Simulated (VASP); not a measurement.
# Mn (P6/mmm) in VASP: single point with PBE

Aim: the single point of Mn with PBE.

Everything below comes from runs of VASP 6.6.1. Logs are shortened: lines on timing, memory, paths and dates and some standing lists are left out, and cuts for length are marked.

## (1) The cell of the first run

It takes space group P6/mmm (No. 191, hexagonal). The conventional cell has a = 3.337 Å, b = 3.337 Å, c = 2.064 Å, α = 90.00°, β = 90.00°, γ = 120.00°. Mn (site symmetry 6/mmm) has 14 Mn at 2.06 to 2.19 Å within 2.7 Å. Mn (site symmetry -6m2) has 11 Mn at 1.93 to 2.19 Å within 2.6 Å.

This isn't the form of Mn at room conditions, which is a 58-atom cubic cell.

## (2) Single point, PBE, collinear spin, ferromagnetic start

File INCAR:

```
ALGO = Normal
EDIFF = 1E-6
ENCUT = 680
GGA = PE
GGA_COMPAT = False
ISIF = 2
ISMEAR = -1
ISPIN = 2
LASPH = True
LCHARG = False
LMAXMIX = 4
LORBIT = 11
LREAL = False
LWAVE = False
MAGMOM = 3 3 3
NBANDS = 34
NELM = 200
PREC = Accurate
SIGMA = 0.1
```

File KPOINTS:

```
k-points
0
Gamma
  11 11 15
```

File POSCAR:

```
Mn
1.0
    3.3373961357      0.0000000000      0.0000000000
   -1.6686980678      2.8902698360      0.0000000000
    0.0000000000      0.0000000000      2.0641968865
Mn
3
Direct
    0.0000000000      0.0000000000      0.0000000000
    0.3333333333      0.6666666667      0.5000000000
    0.6666666667      0.3333333333      0.5000000000
```

Potentials or basis: VASP PAW PBE potentials, release 64 (Mn_sv).

Command:

```console
cat potpaw_PBE.64/Mn_sv/POTCAR > POTCAR
mpirun -np 1 vasp_std > vasp.out
```

OUTCAR:

```text
EDIFF = 1E-6
   ENCUT = 680
   GGA = PE
   ISIF = 2
   ISMEAR = -1
   ISPIN = 2
   LASPH = True
   LORBIT = 11
   LREAL = False
   NELM = 200
   PREC = Accurate

 ion  position               nearest neighbor table
   1  0.000  0.000  0.000-   2 2.19   3 2.19   2 2.19   3 2.19   2 2.19   2 2.19   3 2.19   3 2.19
                             3 2.19   3 2.19   2 2.19   2 2.19
   2  0.333  0.667  0.500-   3 1.93   3 1.93   3 1.93   1 2.19   1 2.19   1 2.19   1 2.19   1 2.19
                             1 2.19
   3  0.667  0.333  0.500-   2 1.93   2 1.93   2 1.93   1 2.19   1 2.19   1 2.19   1 2.19   1 2.19
                             1 2.19

  LATTYP: Found a hexagonal cell.
 ALAT       =     3.3373961357
 C/A-ratio  =     0.6185052066

  Lattice vectors:

 A1 = (   3.3373961357,   0.0000000000,   0.0000000000)
 A2 = (  -1.6686980678,   2.8902698360,   0.0000000000)
 A3 = (   0.0000000000,   0.0000000000,   2.0641968865)

Analysis of symmetry for initial positions (statically):
=====================================================================
 Subroutine PRICEL returns:
 Original cell was already a primitive cell.

 Routine SETGRP: Setting up the symmetry group for a
 hexagonal supercell.

 Subroutine GETGRP returns: Found 24 space group operations
 (whereof 24 operations were pure point group operations)
 out of a pool of 24 trial point group operations.

The static configuration has the point symmetry D_6h.

Analysis of symmetry for dynamics (positions and initial velocities):
=====================================================================
 Subroutine PRICEL returns:
 Original cell was already a primitive cell.

 Routine SETGRP: Setting up the symmetry group for a
 hexagonal supercell.

 Subroutine GETGRP returns: Found 24 space group operations
 (whereof 24 operations were pure point group operations)
 out of a pool of 24 trial point group operations.

The dynamic configuration has the point symmetry D_6h.

Analysis of structural, dynamic, and magnetic symmetry:
=====================================================================
 Subroutine PRICEL returns:
 Original cell was already a primitive cell.

 Routine SETGRP: Setting up the symmetry group for a
 hexagonal supercell.

 Subroutine GETGRP returns: Found 24 space group operations
 (whereof 24 operations were pure point group operations)
 out of a pool of 24 trial point group operations.

The overall configuration has the point symmetry D_6h.

 Subroutine INISYM returns: Found 24 space group operations
 (whereof 24 operations are pure point group operations),
 and found     1 'primitive' translations

----------------------------------------------------------------------------------------

                                     Primitive cell

  volume of cell :      19.9112

  direct lattice vectors                    reciprocal lattice vectors
     3.337396136  0.000000000  0.000000000     0.299634793  0.172994228  0.000000000
    -1.668698068  2.890269836  0.000000000     0.000000000  0.345988457  0.000000000
     0.000000000  0.000000000  2.064196886     0.000000000  0.000000000  0.484449912

  length of vectors
     3.337396136  3.337396136  2.064196886     0.345988457  0.345988457  0.484449912

  position of ions in fractional coordinates (direct lattice)
     0.000000000  0.000000000  0.000000000
     0.333333333  0.666666667  0.500000000
     0.666666667  0.333333333  0.500000000

  ion indices of the primitive-cell ions
   primitive index   ion index
                 1           1
                 2           2
                 3           3

----------------------------------------------------------------------------------------

 KPOINTS: k-points

Automatic generation of k-mesh.
 Grid dimensions read from file:
 generate k-points for:   11   11   15

 Generating k-lattice:

  Cartesian coordinates                     Fractional coordinates (reciprocal lattice)
     0.027239527  0.015726748  0.000000000     0.090909091 -0.000000000  0.000000000
     0.000000000  0.031453496  0.000000000     0.000000000  0.090909091  0.000000000
     0.000000000  0.000000000  0.032296661     0.000000000  0.000000000  0.066666667

  Length of vectors
     0.031453496  0.031453496  0.032296661

  Shift w.r.t. Gamma in fractional coordinates (k-lattice)
     0.000000000  0.000000000  0.000000000

 Subroutine IBZKPT returns following result:
 ===========================================

 Found    128 irreducible k-points:

 Following reciprocal coordinates:
            Coordinates               Weight
  0.000000  0.000000  0.000000      1.000000
  0.090909  0.000000  0.000000      6.000000
  0.181818  0.000000  0.000000      6.000000
  0.272727  0.000000  0.000000      6.000000
  0.363636  0.000000  0.000000      6.000000
  0.454545 -0.000000  0.000000      6.000000
[... 16 lines left out ...]
  0.090909  0.090909  0.066667     12.000000
  0.181818  0.090909  0.066667     24.000000
 [... further k-points ...]
   k-points           NKPTS =    128   k-points in BZ     NKDIM =    128   number of bands    NBANDS=     34
   number of dos      NEDOS =    301   number of ions     NIONS =      3
   total plane-waves  NPLWV =  14112
   dimension x,y,z NGX =    28 NGY =   28 NGZ =   18
   dimension x,y,z NGXF=    56 NGYF=   56 NGZF=   36
   ions per type =               3
   NGX,Y,Z   is equivalent  to a cutoff of  13.95, 13.95, 14.50 a.u.
   NGXF,Y,Z  is equivalent  to a cutoff of  27.90, 27.90, 28.99 a.u.
 SYSTEM =  unknown system
   PREC   = accura    normal or accurate (medium, high low for compatibility)
   ISTART =      0    job   : 0-new  1-cont  2-samecut
   ICHARG =      2    charge: 1-file 2-atom 10-const
   ISPIN  =      2    spin polarized calculation?
   LNONCOLLINEAR =      F non collinear calculations
   LSORBIT =      F    spin-orbit coupling
   LASPH  =      T    aspherical Exc in radial PAW
   ENCUT  =  680.0 eV  49.98 Ry    7.07 a.u.   7.10  7.10  4.39*2*pi/ulx,y,z
   NELM   =    200;   NELMIN=  2; NELMDL= -5     # of ELM steps
   EDIFF  = 0.1E-05   stopping-criterion for ELM
   LREAL  =      F    real-space projection
   EDIFFG = 0.1E-04   stopping-criterion for IOM
   NSW    =      0    number of steps for IOM
   IBRION =     -1    ionic relax: 0-MD 1-quasi-New 2-CG
   NFREE  =      0    steps in history (QN), initial steepest desc. (CG)
   ISIF   =      2    stress and relaxation
   ISYM   =      2    0-nonsym 1-usesym 2-fastsym
   POTIM  = 0.5000    time-step for ionic-motion
   TEBEG  =    0.0;   TEEND  =   0.0 temperature during run
   PSTRESS=    0.0 pullay stress
   NELECT =      45.0000    total number of electrons
   NUPDOWN=      -1.0000    fix difference up-down
   EMIN   =  10.00;   EMAX   =-10.00  energy-range for DOS
   EFERMI =   0.00;   METHOD = LEGACY
   ISMEAR =    -1;   SIGMA  =   0.10  broadening in eV -4-tet -1-fermi 0-gaus
   EFERMI_NEDOS =   21; number of points for ismear=-14 and -15
   IALGO  =     38    algorithm
   IMIX   =      4    mixing-type and parameters
     AMIX     =   0.40;   BMIX     =  1.00
     AMIX_MAG =   1.60;   BMIX_MAG =  1.00
  volume/ion in A,a.u.               =       6.64        44.79
  Fermi-wavevector in a.u.,A,eV,Ry     =   2.148391  4.059870 62.798809  4.615582
  Thomas-Fermi vector in A             =   3.125435
   LORBIT       =     11    0 simple, 1 ext, 2 COOP (PROOUT), +10 PAW based schemes
   GGA     = PE    functional components
   LHFCALC =     F    Hartree Fock is set to
   AEXX    =    0.0000 exact exchange contribution
   IVDW    =     0    specifies the selected vdW correction
   LEPSILON=     F    determine dielectric tensor
   LRPA    =     F    only Hartree local field effects (RPA)
 spin polarized calculation
  energy-cutoff  :      680.00
  volume of cell :       19.91
 maximum number of plane-waves:       813
   NGX = 15   NGY = 15   NGZ =  9

 number of electron      44.9999983 magnetization       0.0029173

 number of electron      44.9999983 magnetization      -0.0001562

 Free energy of the ion-electron system (eV)
  ---------------------------------------------------
  ext. energy  EPLUGINS =         0.00000000
  ---------------------------------------------------
  free energy    TOTEN  =       -17.69955330 eV

  energy without entropy =      -17.64418545  energy(sigma->0) =      -17.67186937

 E-fermi :  24.4239     XC(G=0): -17.3300

 val. band max:       24.4196969418   @ k =   0.3636   0.0000   0.4000
 cond. band min:      24.4297666198   @ k =   0.1818   0.1818   0.2667
 fundamental gap:      0.0100696781
 Fermi energy:        24.4239411512

 spin component 1

 k-point     1 :       0.0000    0.0000    0.0000
  band No.  band energies     occupation
      1     -56.0578      1.00000
      2     -54.7299      1.00000
      3     -54.7185      1.00000
      4     -25.3936      1.00000
      5     -25.3936      1.00000
      6     -24.4422      1.00000
[... 26 lines left out ...]
     33      43.0468      0.00000
     34      43.1966      0.00000
[... 820 lines left out ...]
      4     -25.7385      1.00000
      5     -25.4663      1.00000
      6     -23.8417      1.00000
[... 26 lines left out ...]
     33      45.6306      0.00000
     34      46.0915      0.00000

 [... further k-points ...]

 spin component 2

 k-point     1 :       0.0000    0.0000    0.0000
  band No.  band energies     occupation
      1     -56.0578      1.00000
      2     -54.7299      1.00000
      3     -54.7185      1.00000
      4     -25.3936      1.00000
      5     -25.3936      1.00000
      6     -24.4422      1.00000
[... 26 lines left out ...]
     33      43.0466      0.00000
     34      43.1973      0.00000
[... 820 lines left out ...]
      4     -25.7385      1.00000
      5     -25.4663      1.00000
      6     -23.8417      1.00000
[... 26 lines left out ...]
     33      45.6305      0.00000
     34      46.0915      0.00000

 [... further k-points ...]

------------------------ aborting loop because EDIFF is reached ----------------------------------------

  FORCE on cell =-STRESS in cart. coord.  units (eV):
  Direction    XX          YY          ZZ          XY          YZ          ZX
  --------------------------------------------------------------------------------------
  -------------------------------------------------------------------------------------
  Total       45.7747058     45.7747058     45.6942750      0.0000000     -0.0000000      0.0000000
  in kB     3683.3151249   3683.3151248   3676.8431694      0.0000001     -0.0000000      0.0000000
  external PRESSURE =    3681.1578064 kB  Pullay stress =       0.0000000 kB

 VOLUME and BASIS-vectors are now :
 -----------------------------------------------------------------------------
  energy-cutoff  :      680.00
  volume of cell :       19.91
      direct lattice vectors                 reciprocal lattice vectors
     3.337396136  0.000000000  0.000000000     0.299634793  0.172994228  0.000000000
    -1.668698068  2.890269836  0.000000000     0.000000000  0.345988457  0.000000000
     0.000000000  0.000000000  2.064196886     0.000000000  0.000000000  0.484449912

 POSITION                                       TOTAL-FORCE (eV/Angst)
 -----------------------------------------------------------------------------------
      0.00000      0.00000      0.00000         0.000000     -0.000000      0.000000
     -0.00000      1.92685      1.03210        -0.000000      0.000000      0.000000
      1.66870      0.96342      1.03210         0.000000     -0.000000     -0.000000
 -----------------------------------------------------------------------------------
    total drift:                               -0.000000      0.000000     -0.000000

  FREE ENERGIE OF THE ION-ELECTRON SYSTEM (eV)
  ---------------------------------------------------
  free  energy   TOTEN  =       -17.6995532952 eV

  energy  without entropy=      -17.6441854525  energy(sigma->0) =      -17.67186937

 total charge

# of ion       s       p       d       tot
------------------------------------------
    1        2.394   6.208   5.287  13.889
    2        2.416   6.213   5.352  13.981
    3        2.416   6.213   5.352  13.981
--------------------------------------------------
tot          7.226  18.634  15.991  41.851

 magnetization (x)

# of ion       s       p       d       tot
------------------------------------------
    1       -0.000  -0.000  -0.000  -0.000
    2        0.000  -0.000   0.000   0.000
    3        0.000  -0.000   0.000   0.000
--------------------------------------------------
tot          0.000  -0.000  -0.000   0.000
```

Run time: 2 min. Hardware: 1 thread of Intel Xeon 6975P-C (Granite Rapids), shared host; peak memory 0.27 GiB.

What came out:

| Item | Value |
| --- | --- |
| Free energy | -17.6996 eV |
| Pressure | 368.1 GPa |
| Net moment | 0.00 μB per cell |
| Valence electrons inside the program's atomic spheres | Mn 13.89, 13.98 (each value once) |

Caveat: atoms lie so close that the PAW spheres overlap strongly, which falsifies energies and pressures; the cell stands under pressure; the moments typed at the start vanished in this run.
